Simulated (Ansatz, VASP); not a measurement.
## MgO: VASP beside Ansatz

```
CELL_PARAMETERS angstrom
0.00000 2.13515 2.13515
2.13515 0.00000 2.13515
2.13515 2.13515 0.00000
ATOMIC_POSITIONS crystal
Mg 0.08782 0.91218 0.08782
O 0.50000 0.50000 0.50000
```

Change from the starting cell: all Mg atoms moved +0.375 Å, as atom 1 along Cartesian [0 1 0].

Alike in both runs: task single point; functional PBEsol; k mesh 10 × 10 × 10; occupations gaussian, width 0.05 eV; no spin polarisation.

```csv
,VASP,Ansatz
version,VASP 6.6.1,Ansatz 0.2.0
potentials or method,"VASP PAW PBE potentials, release 64 (Mg, O), cutoff 520 eV","scalar-relativistic, plane waves, PAW"
valence electrons in the cell,8,16
```

```tsv
	VASP	Ansatz	Ansatz less VASP
gap on the k mesh at the Fermi level (eV)	4.23	4.23	-0.005
least direct gap on the mesh (eV)	4.23	4.23	-0.005
pressure (GPa)	8.4	8.5	+0.08
traceless stress, the component that is largest in VASP (GPa)	33.56	32.77	-0.788
rms of the force components (eV/Å)	2.156	2.109	-0.0474
```

VASP's potentials were made for PBE, not for PBEsol. Atom by atom the forces differ by 0.047 eV/Å (rms over components). VASP's potentials hold 8 valence electrons a cell and Ansatz's 16, so a difference there can come from the potentials and not from the codes.
